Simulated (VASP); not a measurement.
Write the native input for VASP 6.6.1 that does the following.

```
Task                   : single point
Functional             : LDA
Potentials or basis    : VASP PAW LDA potentials, release 64 (Na_pv)
Cutoff                 : 520 eV
k mesh                 : 7 × 7 × 7
Occupations            : gaussian, width 0.02 eV
Spin                   : no spin polarisation
Dipole correction      : no
Further INCAR settings : ALGO = Normal; EDIFF = 1e-06; NBANDS = 10
```

The structure of Na lies in POSCAR:

```
Na
1.0
   -2.0281025241      2.0281025241      2.0281025241
    2.0281025241     -2.0281025241      2.0281025241
    2.0281025241      2.0281025241     -2.0281025241
Na
1
Direct
    0.0000000000      0.0000000000      0.0000000000
```

The input as run:

INCAR

```
PREC = Accurate
ENCUT = 520
EDIFF = 1E-6
ISMEAR = 0
SIGMA = 0.02
LREAL = False
LASPH = True
NELM = 60
ALGO = Normal
ISIF = 2
LWAVE = False
LCHARG = True
LELF = True
LVHAR = True
NBANDS = 10
```

KPOINTS

```
regular mesh
0
Gamma
  7 7 7
```

Potentials or basis: VASP PAW LDA potentials, release 64 (Na_pv).

The run is started by

```console
$ cat potpaw_LDA.64/Na_pv/POTCAR > POTCAR
$ mpirun -np 1 vasp_std > vasp.out
```

It gave:

```
Pressure : -0.1 GPa
```

Run time: 5 s on 1 thread of Intel(R) Xeon(R) Platinum 8488C (Sapphire Rapids) (shared host), peak memory 0.13 GiB.
